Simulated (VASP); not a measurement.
# Ru5N in VASP: relaxation of the atoms with PBE

Aim: the relaxation of the atoms of Ru5N with PBE.

All numbers are computed with VASP 6.6.1; they aren't measurements. Logs are shortened: lines on timing, memory, paths and dates and some standing lists are left out, and cuts for length are marked.

**1. The cell of the first run**

The cell holds a slab with vacuum, 6 atoms: a = 2.720 Å, b = 2.720 Å, c = 24.036 Å, α = 90.00°, β = 90.00°, γ = 120.00°.

**2. Relaxation of the atoms, PBE**

The input, INCAR:

```
SYSTEM = Ru5N
ALGO     = Normal         ! electronic algorithm
DIPOL    = 0.5 0.5 0.381
EDIFF    = 1E-7           ! SCF threshold, eV
EDIFFG   = -0.025         ! ionic threshold
ENCUT    = 520            ! plane-wave cutoff, eV
GGA      = PE             ! functional
IBRION   = 2              ! ionic algorithm
IDIPOL   = 3            
ISIF     = 2              ! what is computed and relaxed
ISMEAR   = 0              ! smearing method
LASPH    = .TRUE.         ! aspherical terms in the spheres
LCHARG   = .FALSE.        ! write CHGCAR
LDIPOL   = .TRUE.       
LREAL    = .FALSE.        ! projectors in reciprocal space
LWAVE    = .FALSE.        ! write WAVECAR
NELM     = 80             ! most SCF steps
NSW      = 36             ! ionic steps
PREC     = Accurate       ! precision mode
SIGMA    = 0.1            ! smearing width, eV
```

The input, KPOINTS:

```
k-points
0
G
  12 12 1
  0 0 0
```

The input, POSCAR:

```
Ru5N
1.0
    2.7197977465      0.0000000000      0.0000000000
   -1.3598988732      2.3554139416      0.0000000000
    0.0000000000      0.0000000000     24.0359895925
Ru N
5 1
Selective dynamics
Direct
    0.6666666667      0.3333333333      0.1664171132  F F F
    0.3333333333      0.6666666667      0.2557968275  F F F
    0.6666666667      0.3333333333      0.3452060919  F F F
    0.3333333333      0.6666666667      0.4352311869  F F F
    0.6666666667      0.3333333333      0.5215507997  F F F
    1.0000000000      1.0000000000      0.5631550779  F F T
```

Potentials or basis: VASP PAW PBE potentials, release 64 (Ru_pv, N).

Command:

```sh
> cat potpaw_PBE.64/Ru_pv/POTCAR potpaw_PBE.64/N/POTCAR > POTCAR
> mpirun -np 1 vasp_std > vasp.out
```

OUTCAR:

```text
SYSTEM = Ru5N
   EDIFF = 1E-7
   EDIFFG = -0.025
   ENCUT = 520
   GGA = PE
   IBRION = 2
   ISIF = 2
   ISMEAR = 0
   LASPH = .TRUE.
   LREAL = .FALSE.
   NELM = 80
   NSW = 36
   PREC = Accurate

 ion  position               nearest neighbor table
   1  0.667  0.333  0.166-   2 2.66   2 2.66   2 2.66
   2  0.333  0.667  0.256-   1 2.66   1 2.66   1 2.66   3 2.66   3 2.66   3 2.66
   3  0.667  0.333  0.345-   2 2.66   2 2.66   2 2.66   4 2.67   4 2.67   4 2.67
   4  0.333  0.667  0.435-   5 2.60   5 2.60   5 2.60   3 2.67   3 2.67   3 2.67
   5  0.667  0.333  0.522-   6 1.86   6 1.86   6 1.86   4 2.60   4 2.60   4 2.60
   6  0.000  0.000  0.563-   5 1.86   5 1.86   5 1.86

  LATTYP: Found a hexagonal cell.
 ALAT       =     2.7197977465
 C/A-ratio  =     8.8374180115

  Lattice vectors:

 A1 = (   2.7197977465,   0.0000000000,   0.0000000000)
 A2 = (  -1.3598988732,   2.3554139416,   0.0000000000)
 A3 = (   0.0000000000,   0.0000000000,  24.0359895925)

Analysis of symmetry for initial positions (statically):
=====================================================================
 Subroutine PRICEL returns:
 Original cell was already a primitive cell.

 Routine SETGRP: Setting up the symmetry group for a
 hexagonal supercell.

 Subroutine GETGRP returns: Found  6 space group operations
 (whereof  6 operations were pure point group operations)
 out of a pool of 24 trial point group operations.

The static configuration has the point symmetry C_3v.

Analysis of symmetry for dynamics (positions and initial velocities):
=====================================================================
 Subroutine PRICEL returns:
 Original cell was already a primitive cell.

 Routine SETGRP: Setting up the symmetry group for a
 hexagonal supercell.

 Subroutine GETGRP returns: Found  6 space group operations
 (whereof  6 operations were pure point group operations)
 out of a pool of 24 trial point group operations.

The dynamic configuration has the point symmetry C_3v.

Analysis of constrained symmetry for selective dynamics:
=====================================================================
 Subroutine PRICEL returns:
 Original cell was already a primitive cell.

 Routine SETGRP: Setting up the symmetry group for a
 hexagonal supercell.

[... 130 lines left out ...]
   LORBIT       =      0    0 simple, 1 ext, 2 COOP (PROOUT), +10 PAW based schemes
   GGA     = PE    functional components
   LHFCALC =     F    Hartree Fock is set to
   AEXX    =    0.0000 exact exchange contribution
   IVDW    =     0    specifies the selected vdW correction
   LEPSILON=     F    determine dielectric tensor
   LRPA    =     F    only Hartree local field effects (RPA)
 conjugate gradient relaxation of ions
 non-spin polarized calculation
 Gauss-broadening in eV      SIGMA  =   0.10
  energy-cutoff  :      520.00
  volume of cell :      153.98
 maximum number of plane-waves:      4185
   NGX = 11   NGY = 11   NGZ = 89

--------------------------------------- Ionic step        1  -------------------------------------------

 number of electron      75.0000016 magnetization

 Free energy of the ion-electron system (eV)
  ---------------------------------------------------
  ext. energy  EPLUGINS =         0.00000000
  ---------------------------------------------------
  free energy    TOTEN  =       -51.20593092 eV

  energy without entropy =      -51.17913602  energy(sigma->0) =      -51.19253347

------------------------ aborting loop because EDIFF is reached ----------------------------------------

  FORCE on cell =-STRESS in cart. coord.  units (eV):
  Direction    XX          YY          ZZ          XY          YZ          ZX
  --------------------------------------------------------------------------------------
  -------------------------------------------------------------------------------------
  Total        6.6019312      6.6019312      6.6523453      0.0000000      0.0000000     -0.0000000
  in kB       68.6935120     68.6935120     69.2180740      0.0000000      0.0000000     -0.0000000
  external PRESSURE =      68.8683660 kB  Pullay stress =       0.0000000 kB
[... 21 lines left out ...]
  FREE ENERGIE OF THE ION-ELECTRON SYSTEM (eV)
  ---------------------------------------------------
  free  energy   TOTEN  =       -51.2059309188 eV

  energy  without entropy=      -51.1791360228  energy(sigma->0) =      -51.19253347

 dipolmoment           0.000000      0.000000     -0.049813 electrons x Angstroem

--------------------------------------- Ionic step        2  -------------------------------------------

 number of electron      75.0000016 magnetization

------------------------ aborting loop because EDIFF is reached ----------------------------------------
[... 35 lines left out ...]
--------------------------------------- Ionic step        3  -------------------------------------------

 number of electron      75.0000016 magnetization

 dipolmoment           0.000000      0.000000      0.066093 electrons x Angstroem

 Free energy of the ion-electron system (eV)
  ---------------------------------------------------
  ext. energy  EPLUGINS =         0.00000000
  ---------------------------------------------------
  free energy    TOTEN  =       -51.45896679 eV

  energy without entropy =      -51.42891261  energy(sigma->0) =      -51.44393970

 E-fermi :   2.7881     XC(G=0):  -7.4603

 val. band max:        2.7839962457   @ k =   0.0000   0.0000   0.0000
 cond. band min:       2.7929283335   @ k =   0.0833  -0.0000   0.0000
 fundamental gap:      0.0089320879
 Fermi energy:         2.7880510882

 k-point     1 :       0.0000    0.0000    0.0000
  band No.  band energies     occupation
      1     -41.1383      2.00000
      2     -40.6791      2.00000
      3     -40.6573      2.00000
      4     -40.6573      2.00000
      5     -40.2985      2.00000
      6     -39.9655      2.00000
[... 901 lines left out ...]
     44       6.7283      0.00000
     45      10.0987      0.00000

------------------------ aborting loop because EDIFF is reached ----------------------------------------

 vacuum level on the upper side and lower side of the slab       (xc-potential included)         0.911        -0.914

  FORCE on cell =-STRESS in cart. coord.  units (eV):
  Direction    XX          YY          ZZ          XY          YZ          ZX
  --------------------------------------------------------------------------------------
  -------------------------------------------------------------------------------------
  Total        1.1515899      1.1515899      3.4871485      0.0000000      0.0000000      0.0000000
  in kB       11.9823655     11.9823655     36.2840005      0.0000000      0.0000000      0.0000000
  external PRESSURE =      20.0829105 kB  Pullay stress =       0.0000000 kB
[... 21 lines left out ...]
  FREE ENERGIE OF THE ION-ELECTRON SYSTEM (eV)
  ---------------------------------------------------
  free  energy   TOTEN  =       -51.4589667894 eV

  energy  without entropy=      -51.4289126061  energy(sigma->0) =      -51.44393970

 reached required accuracy - stopping structural energy minimisation

 vacuum level on the upper side and lower side of the slab         9.790         7.923
```

OSZICAR:

```text
N       E                     dE             d eps       ncg     rms          rms(c)
DAV:   1     0.857974807575E+03    0.85797E+03   -0.46905E+04  2014   0.163E+03
DAV:   2    -0.172921006977E+02   -0.87527E+03   -0.85180E+03  1842   0.496E+02
DAV:   3    -0.553181246321E+02   -0.38026E+02   -0.36142E+02  2267   0.949E+01
[... 124 lines left out ...]
DAV:  15    -0.514589528764E+02   -0.51901E-05   -0.24718E-06  1736   0.683E-03    0.139E-02
DAV:  16    -0.514589630196E+02   -0.10143E-04   -0.31815E-06  1634   0.656E-03    0.119E-02
DAV:  17    -0.514589635600E+02   -0.54043E-06   -0.60226E-07  1356   0.330E-03    0.951E-03
DAV:  18    -0.514589666148E+02   -0.30548E-05   -0.27293E-06  1676   0.613E-03    0.498E-03
DAV:  19    -0.514589668047E+02   -0.18983E-06   -0.68532E-07  1301   0.306E-03    0.259E-03
DAV:  20    -0.514589667894E+02    0.15238E-07   -0.12886E-07  1118   0.138E-03
   3 F= -.51458967E+02 E0= -.51443940E+02  d E =-.253036E+00
```

Wall time 16 min (1 thread of AMD EPYC 7R13 (Zen 3), shared host); peak memory 0.29 GiB.

Results:

| Item | Value |
| --- | --- |
| Free energy | -51.4590 eV |
| Energy gained by relaxing | 42.2 meV/atom |
| Ionic steps | 3 |
| Band gap on the k mesh | zero (an odd number of electrons rules out a gap without spin polarisation) |

Step by step:
| step | energy change (eV) | largest force on free atoms (eV/Å) | pressure (GPa) |
| --- | --- | --- | --- |
| 1 | 0.0000 | 2.6520 | 6.89 |
| 2 | -0.2239 | 0.8738 | 3.54 |
| 3 | -0.2530 | 0.0249 | 2.01 |

Final structure:
```
CELL_PARAMETERS angstrom
2.71980 0.00000 0.00000
-1.35990 2.35541 0.00000
0.00000 0.00000 24.03599
ATOMIC_POSITIONS crystal
Ru 0.66667 0.33333 0.16642
Ru 0.33333 0.66667 0.25580
Ru 0.66667 0.33333 0.34521
Ru 0.33333 0.66667 0.43523
Ru 0.66667 0.33333 0.52155
N 0.00000 0.00000 0.57128
```
